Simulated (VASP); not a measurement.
# BN (Cmm2) in VASP: single point with r2SCAN

Aim: the single point of BN with r2SCAN.

Program: VASP 6.6.1. These are calculated values, not measurements. Logs are shortened: lines on timing, memory, paths and dates and some standing lists are left out, and cuts for length are marked.

## (1) The cell of the first run

It takes space group Cmm2 (No. 35, orthorhombic). The conventional cell has a = 5.105 Å, b = 5.105 Å, c = 3.610 Å, α = 90.00°, β = 90.00°, γ = 90.00°. B (site symmetry m) has 4 N at 1.53 to 1.56 Å within 2.0 Å. Within 2.1 Å of B (site symmetry m) lie 4 N at 1.56 to 1.59 Å. Within 2.0 Å of N (site symmetry mm2) lie 4 B at 1.53 to 1.59 Å. Within 2.1 Å of N (site symmetry 2) lie 4 B at 1.56 Å. N (site symmetry mm2) has 4 B at 1.56 Å within 2.1 Å.

## (2) Single point, r2SCAN (atom 5 (N) moved -0.050 Å along Cartesian [0 1 0])

Input file POSCAR:

```
BN
1.0
    3.6096275117      0.0000000000      0.0000000000
    0.0000000000     -3.6096275117      0.0000000000
    0.0000000000      0.0000000000     -3.6096275117
B N
4 4
Direct
    0.0000000000      0.0000000000      0.0000000000
    0.5000000000      0.5000000000      0.0000000000
    0.5000000000      0.0000000000      0.5000000000
    0.0000000000      0.5000000000      0.5000000000
    0.7500000000      0.7638518448      0.7500000000
    0.2500000000      0.2500000000      0.7500000000
    0.2500000000      0.7500000000      0.2500000000
    0.7500000000      0.2500000000      0.2500000000
```

Input file INCAR.step1:

```
SYSTEM = BN
PREC = Accurate
ENCUT = 1460
ISMEAR = 0
SIGMA = 0.05
LREAL = .False.
LASPH = .True.
NELM = 120
NBANDS = 26
GGA = PE
ALGO = Normal
EDIFF = 1E-5
LWAVE = .True.
LCHARG = .False.
GGA_COMPAT = .False.
```

Input file INCAR.step2:

```
SYSTEM = BN
PREC = Accurate
ENCUT = 1460
EDIFF = 1E-6
ISMEAR = 0
SIGMA = 0.05
LREAL = .False.
LASPH = .True.
NELM = 120
ALGO = Normal
ISIF = 2
LWAVE = .False.
LCHARG = .False.
METAGGA = R2SCAN
LMIXTAU = .True.
NBANDS = 26
ISTART = 1
GGA_COMPAT = .False.
```

Input file KPOINTS:

```
regular mesh
0
Gamma
  6 6 6
  0 0 0
```

Potentials or basis: VASP PAW PBE potentials, release 64 (B_h, N_h).

Started as:

```sh
$ cat potpaw_PBE.64/B_h/POTCAR potpaw_PBE.64/N_h/POTCAR > POTCAR
$ cp INCAR.step1 INCAR
$ mpirun -np 1 vasp_std > vasp.out
$ cp INCAR.step2 INCAR
$ mpirun -np 1 vasp_std > vasp.out
```

OUTCAR:

```text
SYSTEM = BN
   PREC = Accurate
   ENCUT = 1460
   EDIFF = 1E-6
   ISMEAR = 0
   LREAL = .False.
   LASPH = .True.
   NELM = 120
   ISIF = 2
   METAGGA = R2SCAN
   ISTART = 1

 ion  position               nearest neighbor table
   1  0.000  0.000  0.000-
   2  0.500  0.500  0.000-
   3  0.500  0.000  0.500-
   4  0.000  0.500  0.500-
   5  0.750  0.764  0.750-
   6  0.250  0.250  0.750-
   7  0.250  0.750  0.250-
   8  0.750  0.250  0.250-

  LATTYP: Found a simple cubic cell.
 ALAT       =     3.6096275117

  Lattice vectors:

 A1 = (   3.6096275117,   0.0000000000,   0.0000000000)
 A2 = (   0.0000000000,  -3.6096275117,   0.0000000000)
 A3 = (   0.0000000000,   0.0000000000,  -3.6096275117)

Analysis of symmetry for initial positions (statically):
=====================================================================
 Subroutine PRICEL returns:
 Original cell was already a primitive cell.

 Routine SETGRP: Setting up the symmetry group for a
 simple cubic supercell.

 Subroutine GETGRP returns: Found  4 space group operations
 (whereof  2 operations were pure point group operations)
 out of a pool of 48 trial point group operations.

The static configuration has the point symmetry C_1h.
 The point group associated with its full space group is C_2v.

Analysis of symmetry for dynamics (positions and initial velocities):
=====================================================================
 Subroutine PRICEL returns:
 Original cell was already a primitive cell.

 Routine SETGRP: Setting up the symmetry group for a
 simple cubic supercell.

 Subroutine GETGRP returns: Found  4 space group operations
 (whereof  2 operations were pure point group operations)
 out of a pool of 48 trial point group operations.

The dynamic configuration has the point symmetry C_1h.
 The point group associated with its full space group is C_2v.

 Subroutine INISYM returns: Found  4 space group operations
 (whereof  2 operations are pure point group operations),
 and found     1 'primitive' translations

----------------------------------------------------------------------------------------

                                     Primitive cell

  volume of cell :      47.0313

  direct lattice vectors                    reciprocal lattice vectors
     3.609627512  0.000000000  0.000000000     0.277036896  0.000000000  0.000000000
     0.000000000 -3.609627512  0.000000000     0.000000000 -0.277036896  0.000000000
     0.000000000  0.000000000 -3.609627512     0.000000000  0.000000000 -0.277036896

  length of vectors
     3.609627512  3.609627512  3.609627512     0.277036896  0.277036896  0.277036896

  position of ions in fractional coordinates (direct lattice)
     0.000000000  0.000000000  0.000000000
     0.500000000  0.500000000  0.000000000
     0.500000000  0.000000000  0.500000000
     0.000000000  0.500000000  0.500000000
     0.750000000  0.763851845  0.750000000
     0.250000000  0.250000000  0.750000000
     0.250000000  0.750000000  0.250000000
     0.750000000  0.250000000  0.250000000

  ion indices of the primitive-cell ions
   primitive index   ion index
                 1           1
                 2           2
                 3           3
                 4           4
                 5           5
                 6           6
                 7           7
                 8           8

----------------------------------------------------------------------------------------

 KPOINTS: regular mesh

Automatic generation of k-mesh.
 Grid dimensions read from file:
 generate k-points for:    6    6    6

 Generating k-lattice:

  Cartesian coordinates                     Fractional coordinates (reciprocal lattice)
     0.046172816  0.000000000  0.000000000     0.166666667  0.000000000  0.000000000
     0.000000000 -0.046172816  0.000000000     0.000000000  0.166666667  0.000000000
     0.000000000  0.000000000 -0.046172816     0.000000000  0.000000000  0.166666667

  Length of vectors
     0.046172816  0.046172816  0.046172816

  Shift w.r.t. Gamma in fractional coordinates (k-lattice)
     0.000000000  0.000000000  0.000000000

 Subroutine IBZKPT returns following result:
 ===========================================

 Found     52 irreducible k-points:

 Following reciprocal coordinates:
            Coordinates               Weight
  0.000000  0.000000  0.000000      1.000000
  0.166667  0.000000  0.000000      4.000000
  0.000000  0.166667  0.000000      2.000000
  0.333333  0.000000  0.000000      4.000000
  0.000000  0.333333  0.000000      2.000000
  0.500000  0.000000  0.000000      2.000000
[... 16 lines left out ...]
  0.333333  0.000000  0.500000      4.000000
  0.500000  0.500000  0.000000      2.000000
 [... further k-points ...]
   k-points           NKPTS =     52   k-points in BZ     NKDIM =     52   number of bands    NBANDS=     26
   number of dos      NEDOS =    301   number of ions     NIONS =      8
   total plane-waves  NPLWV = 110592
   dimension x,y,z NGX =    48 NGY =   48 NGZ =   48
   dimension x,y,z NGXF=    96 NGYF=   96 NGZF=   96
   ions per type =               4   4
   NGX,Y,Z   is equivalent  to a cutoff of  22.11, 22.11, 22.11 a.u.
   NGXF,Y,Z  is equivalent  to a cutoff of  44.21, 44.21, 44.21 a.u.
 SYSTEM =  BN
   PREC   = accura    normal or accurate (medium, high low for compatibility)
   ISTART =      1    job   : 0-new  1-cont  2-samecut
   ICHARG =      0    charge: 1-file 2-atom 10-const
   ISPIN  =      1    spin polarized calculation?
   LNONCOLLINEAR =      F non collinear calculations
   LSORBIT =      F    spin-orbit coupling
   LASPH  =      T    aspherical Exc in radial PAW
   ENCUT  = 1460.0 eV 107.31 Ry   10.36 a.u.  11.25 11.25 11.25*2*pi/ulx,y,z
   NELM   =    120;   NELMIN=  2; NELMDL=  0     # of ELM steps
   EDIFF  = 0.1E-05   stopping-criterion for ELM
   LREAL  =      F    real-space projection
[... 7 lines left out ...]
   TEBEG  =    0.0;   TEEND  =   0.0 temperature during run
   PSTRESS=    0.0 pullay stress
   NELECT =      32.0000    total number of electrons
   NUPDOWN=      -1.0000    fix difference up-down
   EMIN   =  10.00;   EMAX   =-10.00  energy-range for DOS
   EFERMI =   0.00;   METHOD = LEGACY
   ISMEAR =     0;   SIGMA  =   0.05  broadening in eV -4-tet -1-fermi 0-gaus
   EFERMI_NEDOS =   21; number of points for ismear=-14 and -15
   IALGO  =     38    algorithm
   IMIX   =      4    mixing-type and parameters
     AMIX     =   0.40;   BMIX     =  1.00
     AMIX_MAG =   1.60;   BMIX_MAG =  1.00
  volume/ion in A,a.u.               =       5.88        39.67
  Fermi-wavevector in a.u.,A,eV,Ry     =   1.439889  2.720996 28.208703  2.073281
  Thomas-Fermi vector in A             =   2.558695
   LORBIT       =      0    0 simple, 1 ext, 2 COOP (PROOUT), +10 PAW based schemes
   METAGGA = R2SCAN    functional components
   LHFCALC =     F    Hartree Fock is set to
   AEXX    =    0.0000 exact exchange contribution
   IVDW    =     0    specifies the selected vdW correction
   LEPSILON=     F    determine dielectric tensor
   LRPA    =     F    only Hartree local field effects (RPA)
 non-spin polarized calculation
 Gauss-broadening in eV      SIGMA  =   0.05
  energy-cutoff  :     1460.00
  volume of cell :       47.03
 maximum number of plane-waves:      6031
 NGX is ok and might be reduce to    48
   NGX = 23   NGY = 23   NGZ = 23

 number of electron      31.9999999 magnetization

 Free energy of the ion-electron system (eV)
  ---------------------------------------------------
  ext. energy  EPLUGINS =         0.00000000
  ---------------------------------------------------
  free energy    TOTEN  =       -76.76993447 eV

  energy without entropy =      -76.76993447  energy(sigma->0) =      -76.76993447

 E-fermi :   9.3878     XC(G=0): -13.7803

 val. band max:        9.1017423891   @ k =   0.0000   0.0000   0.0000
 cond. band min:      13.9745697950   @ k =   0.0000   0.0000   0.0000
 fundamental gap:      4.8728274058
 Fermi energy:         9.3878414400

 k-point     1 :       0.0000    0.0000    0.0000
  band No.  band energies     occupation
      1     -12.3512      2.00000
      2      -6.6167      2.00000
      3      -6.6082      2.00000
      4      -6.6040      2.00000
      5      -0.4067      2.00000
      6      -0.3496      2.00000
[... 18 lines left out ...]
     25      18.9851      0.00000
     26      20.1089      0.00000

 k-point     2 :       0.1667    0.0000    0.0000
  band No.  band energies     occupation
      1     -12.1173      2.00000
      2      -7.3854      2.00000
      3      -6.5423      2.00000
      4      -6.5347      2.00000
      5      -0.1689      2.00000
      6      -0.1565      2.00000
[... 18 lines left out ...]
     25      19.6852      0.00000
     26      20.7637      0.00000

 k-point     3 :       0.0000    0.1667    0.0000
  band No.  band energies     occupation
      1     -12.1175      2.00000
      2      -7.3834      2.00000
      3      -6.5402      2.00000
      4      -6.5385      2.00000
      5      -0.2127      2.00000
      6      -0.1167      2.00000
[... 18 lines left out ...]
     25      19.8011      0.00000
     26      20.7546      0.00000

 k-point     4 :       0.3333    0.0000    0.0000
  band No.  band energies     occupation
      1     -11.4261      2.00000
      2      -8.8803      2.00000
      3      -6.3934      2.00000
      4      -6.3884      2.00000
      5       0.3904      2.00000
      6       0.4008      2.00000
[... 18 lines left out ...]
     25      21.7908      0.00000
     26      21.8881      0.00000

 k-point     5 :       0.0000    0.3333    0.0000
  band No.  band energies     occupation
      1     -11.4272      2.00000
      2      -8.8769      2.00000
      3      -6.3930      2.00000
      4      -6.3911      2.00000
      5       0.3344      2.00000
      6       0.4521      2.00000
[... 18 lines left out ...]
     25      21.7180      0.00000
     26      21.9238      0.00000

 k-point     6 :       0.5000    0.0000    0.0000
  band No.  band energies     occupation
      1     -10.3169      2.00000
      2     -10.3137      2.00000
      3      -6.3137      2.00000
      4      -6.3114      2.00000
      5       0.9853      2.00000
      6       1.0017      2.00000
[... 427 lines left out ...]
 k-point    21 :       0.5000    0.3333    0.0000
  band No.  band energies     occupation
      1      -9.5064      2.00000
      2      -9.4994      2.00000
      3      -7.5140      2.00000
      4      -7.5070      2.00000
      5       0.3930      2.00000
      6       0.3949      2.00000
[... 18 lines left out ...]
     25      22.8312      0.00000
     26      22.8426      0.00000

 k-point    22 :       0.0000    0.5000    0.3333
  band No.  band energies     occupation
      1      -9.5732      2.00000
      2      -9.4283      2.00000
      3      -7.5582      2.00000
      4      -7.4674      2.00000
      5       0.3535      2.00000
      6       0.4378      2.00000
[... 18 lines left out ...]
     25      22.7243      0.00000
     26      23.0121      0.00000

 k-point    23 :       0.3333    0.0000    0.5000
  band No.  band energies     occupation
      1      -9.5036      2.00000
      2      -9.4982      2.00000
      3      -7.5164      2.00000
      4      -7.5127      2.00000
      5       0.3559      2.00000
      6       0.4407      2.00000
[... 18 lines left out ...]
     25      22.7415      0.00000
     26      22.8398      0.00000

 k-point    24 :       0.5000    0.5000    0.0000
  band No.  band energies     occupation
      1      -8.6964      2.00000
      2      -8.5829      2.00000
      3      -8.5687      2.00000
      4      -8.4548      2.00000
      5       0.9435      2.00000
      6       1.0515      2.00000
[... 18 lines left out ...]
     25      22.6958      0.00000
     26      22.7539      0.00000

 [... further k-points ...]

------------------------ aborting loop because EDIFF is reached ----------------------------------------

  FORCE on cell =-STRESS in cart. coord.  units (eV):
  Direction    XX          YY          ZZ          XY          YZ          ZX
  --------------------------------------------------------------------------------------
  -------------------------------------------------------------------------------------
  Total       -0.0439062     -0.1091201     -0.0439062      0.0000000      0.0000000     -0.0434503
  in kB       -1.4957159     -3.7173042     -1.4957159      0.0000000      0.0000000     -1.4801858
  external PRESSURE =      -2.2362453 kB  Pullay stress =       0.0000000 kB

 VOLUME and BASIS-vectors are now :
 -----------------------------------------------------------------------------
  energy-cutoff  :     1460.00
  volume of cell :       47.03
      direct lattice vectors                 reciprocal lattice vectors
     3.609627512  0.000000000  0.000000000     0.277036896  0.000000000  0.000000000
     0.000000000 -3.609627512  0.000000000     0.000000000 -0.277036896  0.000000000
     0.000000000  0.000000000 -3.609627512     0.000000000  0.000000000 -0.277036896

 POSITION                                       TOTAL-FORCE (eV/Angst)
 -----------------------------------------------------------------------------------
      0.00000      0.00000      0.00000         0.101183     -0.325597     -0.101183
      1.80481     -1.80481      0.00000         0.064087     -0.284960      0.064087
      1.80481      0.00000     -1.80481        -0.101183     -0.325597      0.101183
      0.00000     -1.80481     -1.80481        -0.064087     -0.284960     -0.064087
      2.70722     -2.75722     -2.70722        -0.000000      1.836367      0.000000
      0.90241     -0.90241     -2.70722         0.000000     -0.370525      0.000000
      0.90241     -2.70722     -0.90241         0.000000      0.125797      0.000000
      2.70722     -0.90241     -0.90241         0.000000     -0.370525      0.000000
 -----------------------------------------------------------------------------------
    total drift:                               -0.000000     -0.000526      0.000000

  FREE ENERGIE OF THE ION-ELECTRON SYSTEM (eV)
  ---------------------------------------------------
  free  energy   TOTEN  =       -76.7699344669 eV

  energy  without entropy=      -76.7699344669  energy(sigma->0) =      -76.76993447
```

Wall time 8 min (1 thread of Intel Xeon Platinum 8488C (Sapphire Rapids), shared host); peak memory 0.49 GiB.

What came out:

| Item | Value |
| --- | --- |
| Free energy | -76.7699 eV |
| Pressure | -0.2 GPa |
| Largest force | 1.836 eV/Å |
| Band gap on the k mesh | 4.87 eV |

Forces in eV/Å, atoms in the order of the input:
```
B    0.101 -0.326 -0.101
B    0.064 -0.285  0.064
B   -0.101 -0.326  0.101
B   -0.064 -0.285 -0.064
N    0.000  1.836  0.000
N    0.000 -0.371  0.000
N    0.000  0.126  0.000
N    0.000 -0.371  0.000
```

Caveat: the cell differs from its parent crystal (atom 5 (N) moved -0.050 Å along Cartesian [0 1 0]); the PAW data sets were made with another functional, which shifts forces and pressure a little. A k mesh can miss the band edges.
